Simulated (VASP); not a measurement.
# Cu (I4/mmm) in VASP: a series of runs

Cu is run at these levels: PBEsol; tasks: single point.

All numbers are computed with VASP 6.6.1; they aren't measurements. Logs are shortened: lines on timing, memory, paths and dates and some standing lists are left out, and cuts for length are marked.

## 1. The cell of the first run

The structure is tetragonal, space group I4/mmm (No. 139). The conventional cell has a = 2.890 Å, b = 2.890 Å, c = 2.720 Å, α = 90.00°, β = 90.00°, γ = 90.00°. Within 3.2 Å of Cu (site symmetry 4/mmm) lie 14 Cu at 2.45 to 2.89 Å.

## 2. Single point, PBEsol

Contents of INCAR:

```
  PREC = Accurate
  ENCUT = 520
  EDIFF = 1E-7
  ISMEAR = 0
  SIGMA = 0.1
  LREAL = F
  LASPH = T
  NELM = 100
  ALGO = Normal
  ISIF = 2
  LWAVE = F
  LCHARG = T
  GGA = PS
  LELF = T
  LVHAR = T
  NBANDS = 12
```

Contents of KPOINTS:

```
Automatic mesh
0
Gamma
  20 20 20
```

Contents of POSCAR:

```
Cu
1.0
   -1.4450917292      1.4450917292      1.3600072005
    1.4450917292     -1.4450917292      1.3600072005
    1.4450917292      1.4450917292     -1.3600072005
Cu
1
Direct
    0.0000000000      0.0000000000      0.0000000000
```

Potentials or basis: VASP PAW PBE potentials, release 64 (Cu).

On the command line:

```sh
cat potpaw_PBE.64/Cu/POTCAR > POTCAR
mpirun -np 1 vasp_std > vasp.out
```

OUTCAR:

```text
PREC = Accurate
   ENCUT = 520
   EDIFF = 1E-7
   ISMEAR = 0
   LREAL = F
   LASPH = T
   NELM = 100
   ISIF = 2
   GGA = PS

 ion  position               nearest neighbor table
   1  0.000  0.000  0.000-

  LATTYP: Found a body centered tetragonal cell.
 ALAT       =     2.8901834584
 C/A-ratio  =     0.9411217108

  Lattice vectors:

 A1 = (  -1.4450917292,   1.4450917292,   1.3600072005)
 A2 = (   1.4450917292,  -1.4450917292,   1.3600072005)
 A3 = (   1.4450917292,   1.4450917292,  -1.3600072005)

Analysis of symmetry for initial positions (statically):
=====================================================================
 Subroutine PRICEL returns:
 Original cell was already a primitive cell.

 Routine SETGRP: Setting up the symmetry group for a
 body centered tetragonal supercell.

 Subroutine GETGRP returns: Found 16 space group operations
 (whereof 16 operations were pure point group operations)
 out of a pool of 16 trial point group operations.

The static configuration has the point symmetry D_4h.

Analysis of symmetry for dynamics (positions and initial velocities):
=====================================================================
 Subroutine PRICEL returns:
 Original cell was already a primitive cell.

 Routine SETGRP: Setting up the symmetry group for a
 body centered tetragonal supercell.

 Subroutine GETGRP returns: Found 16 space group operations
 (whereof 16 operations were pure point group operations)
 out of a pool of 16 trial point group operations.

The dynamic configuration has the point symmetry D_4h.

 Subroutine INISYM returns: Found 16 space group operations
 (whereof 16 operations are pure point group operations),
 and found     1 'primitive' translations

----------------------------------------------------------------------------------------

                                     Primitive cell

  volume of cell :      11.3604

  direct lattice vectors                    reciprocal lattice vectors
    -1.445091729  1.445091729  1.360007200     0.000000000  0.345998797  0.367645112
     1.445091729 -1.445091729  1.360007200     0.345998797  0.000000000  0.367645112
     1.445091729  1.445091729 -1.360007200     0.345998797  0.345998797  0.000000000

  length of vectors
     2.454831928  2.454831928  2.454831928     0.504854530  0.504854530  0.489316191

  position of ions in fractional coordinates (direct lattice)
     0.000000000  0.000000000  0.000000000

  ion indices of the primitive-cell ions
   primitive index   ion index
                 1           1

----------------------------------------------------------------------------------------

 KPOINTS: Automatic mesh

Automatic generation of k-mesh.
 Grid dimensions read from file:
 generate k-points for:   20   20   20

 Generating k-lattice:

  Cartesian coordinates                     Fractional coordinates (reciprocal lattice)
     0.000000000  0.017299940  0.018382256     0.050000000  0.000000000 -0.000000000
     0.017299940  0.000000000  0.018382256     0.000000000  0.050000000 -0.000000000
     0.017299940  0.017299940  0.000000000     0.000000000  0.000000000  0.050000000

  Length of vectors
     0.025242726  0.025242726  0.024465810

  Shift w.r.t. Gamma in fractional coordinates (k-lattice)
     0.000000000  0.000000000  0.000000000

 Subroutine IBZKPT returns following result:
 ===========================================

 Found    641 irreducible k-points:

 Following reciprocal coordinates:
            Coordinates               Weight
  0.000000  0.000000  0.000000      1.000000
  0.050000  0.000000 -0.000000      8.000000
  0.100000  0.000000 -0.000000      8.000000
  0.150000  0.000000 -0.000000      8.000000
  0.200000  0.000000 -0.000000      8.000000
  0.250000  0.000000 -0.000000      8.000000
[... 16 lines left out ...]
 -0.400000  0.050000  0.000000     16.000000
 -0.350000  0.050000  0.000000     16.000000
 [... further k-points ...]
   k-points           NKPTS =    641   k-points in BZ     NKDIM =    641   number of bands    NBANDS=     12
   number of dos      NEDOS =    301   number of ions     NIONS =      1
   total plane-waves  NPLWV =   5832
   dimension x,y,z NGX =    18 NGY =   18 NGZ =   18
   dimension x,y,z NGXF=    36 NGYF=   36 NGZF=   36
   ions per type =               1
   NGX,Y,Z   is equivalent  to a cutoff of  12.19, 12.19, 12.19 a.u.
   NGXF,Y,Z  is equivalent  to a cutoff of  24.38, 24.38, 24.38 a.u.
 SYSTEM =  unknown system
   PREC   = accura    normal or accurate (medium, high low for compatibility)
   ISTART =      0    job   : 0-new  1-cont  2-samecut
   ICHARG =      2    charge: 1-file 2-atom 10-const
   ISPIN  =      1    spin polarized calculation?
   LNONCOLLINEAR =      F non collinear calculations
   LSORBIT =      F    spin-orbit coupling
   LASPH  =      T    aspherical Exc in radial PAW
   ENCUT  =  520.0 eV  38.22 Ry    6.18 a.u.   4.56  4.56  4.56*2*pi/ulx,y,z
   NELM   =    100;   NELMIN=  2; NELMDL= -5     # of ELM steps
   EDIFF  = 0.1E-06   stopping-criterion for ELM
   LREAL  =      F    real-space projection
   EDIFFG = 0.1E-05   stopping-criterion for IOM
   NSW    =      0    number of steps for IOM
   IBRION =     -1    ionic relax: 0-MD 1-quasi-New 2-CG
   NFREE  =      0    steps in history (QN), initial steepest desc. (CG)
   ISIF   =      2    stress and relaxation
   ISYM   =      2    0-nonsym 1-usesym 2-fastsym
   POTIM  = 0.5000    time-step for ionic-motion
   TEBEG  =    0.0;   TEEND  =   0.0 temperature during run
   PSTRESS=    0.0 pullay stress
   NELECT =      11.0000    total number of electrons
   NUPDOWN=      -1.0000    fix difference up-down
   EMIN   =  10.00;   EMAX   =-10.00  energy-range for DOS
   EFERMI =   0.00;   METHOD = LEGACY
   ISMEAR =     0;   SIGMA  =   0.10  broadening in eV -4-tet -1-fermi 0-gaus
   EFERMI_NEDOS =   21; number of points for ismear=-14 and -15
   IALGO  =     38    algorithm
   IMIX   =      4    mixing-type and parameters
     AMIX     =   0.40;   BMIX     =  1.00
     AMIX_MAG =   1.60;   BMIX_MAG =  1.00
  volume/ion in A,a.u.               =      11.36        76.66
  Fermi-wavevector in a.u.,A,eV,Ry     =   1.619602  3.060605 35.689600  2.623112
  Thomas-Fermi vector in A             =   2.713677
   LORBIT       =      0    0 simple, 1 ext, 2 COOP (PROOUT), +10 PAW based schemes
   GGA     = PS    functional components
   LHFCALC =     F    Hartree Fock is set to
   AEXX    =    0.0000 exact exchange contribution
   IVDW    =     0    specifies the selected vdW correction
   LEPSILON=     F    determine dielectric tensor
   LRPA    =     F    only Hartree local field effects (RPA)
 non-spin polarized calculation
 Gauss-broadening in eV      SIGMA  =   0.10
  energy-cutoff  :      520.00
  volume of cell :       11.36
 maximum number of plane-waves:       320
   NGX =  9   NGY =  9   NGZ =  9

 number of electron      11.0000008 magnetization

 Free energy of the ion-electron system (eV)
  ---------------------------------------------------
  ext. energy  EPLUGINS =         0.00000000
  ---------------------------------------------------
  free energy    TOTEN  =        -4.26974013 eV

  energy without entropy =       -4.26754517  energy(sigma->0) =       -4.26864265

 E-fermi :   7.8874     XC(G=0): -13.1373

 val. band max:        7.8827965601   @ k =   0.5000   0.3000   0.0500
 cond. band min:       7.8933687879   @ k =   0.5000   0.2000   0.1500
 fundamental gap:      0.0105722278
 Fermi energy:         7.8873716533

 k-point     1 :       0.0000    0.0000    0.0000
  band No.  band energies     occupation
      1      -1.7938      2.00000
      2       4.4974      2.00000
      3       4.7554      2.00000
      4       4.7554      2.00000
      5       5.5846      2.00000
      6       5.8594      2.00000
      7      32.6502      0.00000
      8      32.6502      0.00000
      9      34.3131      0.00000
     10      36.8090      0.00000
     11      36.9672      0.00000
     12      36.9675      0.00000

 k-point     2 :       0.0500    0.0000   -0.0000
  band No.  band energies     occupation
      1      -1.6923      2.00000
      2       4.5068      2.00000
      3       4.7522      2.00000
      4       4.7646      2.00000
      5       5.5861      2.00000
      6       5.8435      2.00000
      7      32.1108      0.00000
      8      32.3705      0.00000
      9      33.4388      0.00000
     10      35.5663      0.00000
     11      35.9138      0.00000
     12      36.3764      0.00000

 k-point     3 :       0.1000    0.0000   -0.0000
  band No.  band energies     occupation
      1      -1.3906      2.00000
      2       4.4984      2.00000
      3       4.7386      2.00000
      4       4.8289      2.00000
      5       5.5915      2.00000
      6       5.8045      2.00000
      7      30.2783      0.00000
      8      31.7192      0.00000
      9      31.8582      0.00000
     10      33.9361      0.00000
     11      34.9636      0.00000
     12      36.1764      0.00000
[... 286 lines left out ...]
 k-point    23 :      -0.4000    0.0500    0.0000
  band No.  band energies     occupation
      1       2.3335      2.00000
      2       3.9301      2.00000
      3       5.2203      2.00000
      4       5.7105      2.00000
      5       5.9114      2.00000
      6       6.3831      2.00000
      7      16.2469      0.00000
      8      24.8027      0.00000
      9      26.1810      0.00000
     10      30.2173      0.00000
     11      33.2646      0.00000
     12      42.2182      0.00000

 k-point    24 :      -0.3500    0.0500    0.0000
  band No.  band energies     occupation
      1       1.7850      2.00000
      2       4.0296      2.00000
      3       4.7669      2.00000
      4       5.6854      2.00000
      5       5.8131      2.00000
      6       6.0434      2.00000
      7      18.5413      0.00000
      8      25.4023      0.00000
      9      27.0112      0.00000
     10      30.5394      0.00000
     11      33.5308      0.00000
     12      40.6039      0.00000

 [... further k-points ...]
[... 5 lines left out ...]
  --------------------------------------------------------------------------------------
  -------------------------------------------------------------------------------------
  Total        0.0520213      0.0520213      0.0493135      0.0000000      0.0000000     -0.0000000
  in kB        7.3366808      7.3366808      6.9547961      0.0000000      0.0000000     -0.0000000
  external PRESSURE =       7.2093859 kB  Pullay stress =       0.0000000 kB

 VOLUME and BASIS-vectors are now :
 -----------------------------------------------------------------------------
  energy-cutoff  :      520.00
  volume of cell :       11.36
      direct lattice vectors                 reciprocal lattice vectors
    -1.445091729  1.445091729  1.360007200     0.000000000  0.345998797  0.367645112
     1.445091729 -1.445091729  1.360007200     0.345998797  0.000000000  0.367645112
     1.445091729  1.445091729 -1.360007200     0.345998797  0.345998797  0.000000000

 POSITION                                       TOTAL-FORCE (eV/Angst)
 -----------------------------------------------------------------------------------
      0.00000      0.00000      0.00000        -0.000000      0.000000      0.000000
 -----------------------------------------------------------------------------------
    total drift:                                0.000000      0.000000      0.000000

  FREE ENERGIE OF THE ION-ELECTRON SYSTEM (eV)
  ---------------------------------------------------
  free  energy   TOTEN  =        -4.2697401340 eV

  energy  without entropy=       -4.2675451711  energy(sigma->0) =       -4.26864265
```

Run time: 30 s. Hardware: 1 thread of Intel Xeon 6975P-C (Granite Rapids), shared host; peak memory 0.19 GiB.

Results:

* Free energy: -4.2697 eV
* Pressure: 0.7 GPa

Caveat: the PAW data sets were made with another functional, which shifts forces and pressure a little.

## 3. Single point, PBEsol

Contents of INCAR:

```
SYSTEM = Cu
PREC = Accurate
ENCUT = 520
EDIFF = 1E-6
ISMEAR = -1
SIGMA = 0.15
LREAL = .FALSE.
LASPH = .TRUE.
NELM = 80
ALGO = Normal
ISIF = 2
LWAVE = .FALSE.
LCHARG = .TRUE.
GGA = PS
LELF = .TRUE.
LVHAR = .TRUE.
NBANDS = 12
```

Contents of KPOINTS:

```
Automatic mesh
0
G
  24 24 24
  0 0 0
```

Contents of POSCAR:

```
Cu
1.0
   -1.4441399100      1.4441399100      1.3626454446
    1.4441399100     -1.4441399100      1.3626454446
    1.4441399100      1.4441399100     -1.3626454446
Cu
1
Direct
    0.0000000000      0.0000000000      0.0000000000
```

Potentials or basis: VASP PAW PBE potentials, release 64 (Cu).

On the command line:

```sh
cat potpaw_PBE.64/Cu/POTCAR > POTCAR
mpirun -np 1 vasp_std > vasp.out
```

Wall time 54 s (1 thread of Intel Xeon 6975P-C (Granite Rapids), shared host); peak memory 0.24 GiB.

Results (log left out):

```yaml
Free_energy: -4.2822 eV
Pressure: 0.7 GPa
```

Levels at points of the mesh, in eV from the Fermi level:
| k point | band 3 | band 4 | band 5 | band 6 | band 7 | band 8 | band 9 | band 10 |
| --- | --- | --- | --- | --- | --- | --- | --- | --- |
| (0.00, 0.00, 0.00) | -3.13 | -3.13 | -2.29 | -2.03 | 24.79 | 24.79 | 26.37 | 28.94 |
| (0.50, 0.00, 0.00) | -2.18 | -1.92 | -1.37 | -0.55 | 4.78 | 17.31 | 17.43 | 21.36 |
| (0.50, 0.50, 0.00) | -2.37 | -2.10 | -1.40 | -1.01 | 4.13 | 18.85 | 19.20 | 22.80 |
| (0.50, 0.50, 0.50) | -1.57 | -1.57 | -1.51 | 7.60 | 7.60 | 9.88 | 13.30 | 14.02 |

Caveat: the PAW data sets were made with another functional, which shifts forces and pressure a little.
